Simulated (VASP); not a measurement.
The system is Si.

```
CELL_PARAMETERS angstrom
3.82000 0.00000 0.00000
-1.91000 3.30822 0.00000
0.00000 0.00000 6.32000
ATOMIC_POSITIONS crystal
Si 0.33333 0.66667 0.00000
Si 0.66667 0.33333 0.50000
Si 0.33333 0.66667 0.37400
Si 0.66667 0.33333 0.87400
```

```yaml
Program: VASP 6.6.1
Task: relaxation of cell and atoms
Functional: PBE
Potentials_or_basis: VASP PAW PBE potentials, release 64 (Si)
Cutoff: 600 eV
k_mesh: 9 × 9 × 6
Occupations: gaussian, width 0.02 eV
Spin: no spin polarisation
```

At the start: pressure 2.1 GPa; volume 19.97 Å³/atom.

Task: How do energy, volume and symmetry change on relaxing?

Result: Over 7 steps the energy falls by 3.0 meV/atom and the volume is 20.43 Å³/atom (+2.3 %); space group P6_3/mmc (No. 194, to 0.05 Å).

Step by step:
```csv
step,energy change (eV),largest force (eV/Å),pressure (GPa),volume (Å³)
1,0.0000,0.0093,2.13,79.87
2,-0.0066,0.0287,-1.32,82.97
3,-0.0119,0.0141,0.01,81.70
4,-0.0119,0.0145,-0.03,81.74
5,-0.0119,0.0009,0.02,81.69
6,-0.0119,0.0005,0.02,81.69
7,-0.0119,0.0000,0.00,81.71
```

Final structure:
```xyz
4
Lattice="3.8505 0.0000 0.0000 -1.9253 3.3347 0.0000 0.0000 0.0000 6.3632" Properties=species:S:1:pos:R:3 pbc="T T T"
Si    0.0000    2.2231    6.3627
Si    1.9253    1.1116    3.1811
Si    0.0000    2.2231    2.3803
Si    1.9253    1.1116    5.5619
```
